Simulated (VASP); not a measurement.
A run of VASP 6.6.1 is set up as follows.

File INCAR:

```
SYSTEM = Sc
PREC = Accurate
ENCUT = 600
EDIFF = 1E-6
ISMEAR = 0
SIGMA = 0.1
LREAL = .FALSE.
LASPH = .TRUE.
NELM = 60
ALGO = Fast
ISIF = 3
LWAVE = .FALSE.
LCHARG = .FALSE.
IBRION = 2
NSW = 100
EDIFFG = -0.002
```

File KPOINTS:

```
Automatic mesh
0
G
  12 12 8
  0 0 0
```

File POSCAR:

```
Sc
1.0
    3.2295825148      0.0000000028      0.0000000000
   -1.6147912599      2.7969005000      0.0000000000
    0.0000000000      0.0000000000      4.9862302243
Sc
2
Direct
    0.3333333333      0.6666666667      0.2500000000
    0.6666666667      0.3333333333      0.7500000000
```

Potentials or basis: VASP PAW LDA potentials, release 64 (Sc_sv).

Run with:

```bash
$ cat potpaw_LDA.64/Sc_sv/POTCAR > POTCAR
$ mpirun -np 1 vasp_std > vasp.out
```

**Question.** Estimate the band gap on the k mesh.

**Answer.** Zero (bands 11 and 12 overlap by 1.66 eV).

**Question.** Estimate the relaxed cell.

**Answer.** a = 3.232 Å, b = 3.232 Å, c = 4.990 Å, α = 90.00°, β = 90.00°, γ = 120.00°.

Final structure:
```
CELL_PARAMETERS angstrom
3.23173 0.00000 0.00000
-1.61587 2.79876 0.00000
0.00000 0.00000 4.98987
ATOMIC_POSITIONS crystal
Sc 0.33333 0.66667 0.25000
Sc 0.66667 0.33333 0.75000
```
